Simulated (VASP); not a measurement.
Write the native input for VASP 6.6.1 that does the following.

```yaml
Task: single point
Functional: LDA
Potentials_or_basis: VASP PAW LDA potentials, release 64 (Mo_sv, Os_sv_GW)
Cutoff: 560 eV
k_mesh: 18 × 18 × 10
Occupations: methfessel-paxton, width 0.05 eV
Spin: no spin polarisation
Dipole_correction: no
Further_INCAR_settings: ALGO = Normal; EDIFF = 1e-06; NBANDS = 22
```

The structure of MoOs lies in POSCAR:

```
MoOs
1.0
    2.7380046526      0.0000000000      0.0000000000
   -1.3690023263      2.3711815848      0.0000000000
    0.0000000000      0.0000000000      4.4176798151
Mo Os
1 1
Direct
    0.6666666667      0.3333333333      0.5000000000
    0.3333333333      0.6666666667      0.0000000000
```

One way to write it, as run:

INCAR

```
  PREC = Accurate
  ENCUT = 560
  EDIFF = 1E-6
  ISMEAR = 1
  SIGMA = 0.05
  LREAL = F
  LASPH = T
  NELM = 120
  ALGO = Normal
  ISIF = 2
  LWAVE = F
  LCHARG = F
  GGA = CA
  NBANDS = 22
  GGA_COMPAT = F
```

KPOINTS

```
Automatic mesh
0
Gamma
  18 18 10
```

Potentials or basis: VASP PAW LDA potentials, release 64 (Mo_sv, Os_sv_GW).

Command:

```console
$ cat potpaw_LDA.64/Mo_sv/POTCAR potpaw_LDA.64/Os_sv_GW/POTCAR > POTCAR
$ mpirun -np 1 vasp_std > vasp.out
```

Results of the run:

```yaml
Pressure: 0.8 GPa
Band_gap_on_the_k_mesh: zero (bands 15 and 16 overlap by 3.35 eV)
```

Caveat: spin-orbit coupling is left out, which moves the levels of the heavy elements.

Run time: 100 s on 1 thread of Intel(R) Xeon(R) Platinum 8259CL CPU @ 2.50GHz (Skylake/Cascade Lake), with other jobs on the host, peak memory 0.28 GiB.
